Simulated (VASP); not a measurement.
# MgS: single point with PBE

The system is MgS.

```
Mg S
1.0
     3.68173    0.00000    0.00000
    -1.84086    3.18847    0.00000
     0.00000    0.00000    3.37009
Mg S
1 1
Cartesian
  0.0000 0.0000 1.6850
  1.8409 1.0628 0.0000
```

```json
{
  "Program": "VASP 6.6.1",
  "Task": "single point",
  "Functional": "PBE",
  "Potentials or basis": "VASP PAW PBE potentials, release 64 (Mg_sv, S)",
  "Cutoff": "840 eV",
  "k mesh": "9 × 9 × 8",
  "Occupations": "fermi-dirac, width 0.05 eV",
  "Spin": "no spin polarisation",
  "Dipole correction": "no",
  "Further INCAR settings": "ALGO = Normal; EDIFF = 1e-06; NBANDS = 15"
}
```

```json
{
 "Pressure": "-3.7 GPa",
 "Band gap on the k mesh": "1.35 eV (least direct gap 2.22 eV)"
}
```

Stress tensor (GPa, compression positive):
```
-3.36  0.00  0.00
 0.00 -3.36  0.00
 0.00  0.00 -4.47
```

Levels at points of the mesh, in eV from the valence-band top:
```csv
k point,band 4,band 5,band 6,band 7,band 8,band 9,band 10,band 11,band 12,band 13
"(0.00, 0.00, 0.00)",-42.45,-12.73,-0.75,-0.75,-0.71,1.73,5.49,7.01,7.01,10.91
"(0.00, 0.00, 0.50)",-42.45,-11.75,-5.40,-0.09,-0.09,5.11,6.57,8.20,8.20,8.97
```

It took 82 s on 1 thread of Intel(R) Xeon(R) Platinum 8259CL CPU @ 2.50GHz (Skylake/Cascade Lake), with other jobs on the host, peak memory 0.29 GiB.

Caveat: the cell stands under tension. A k mesh can miss the band edges.
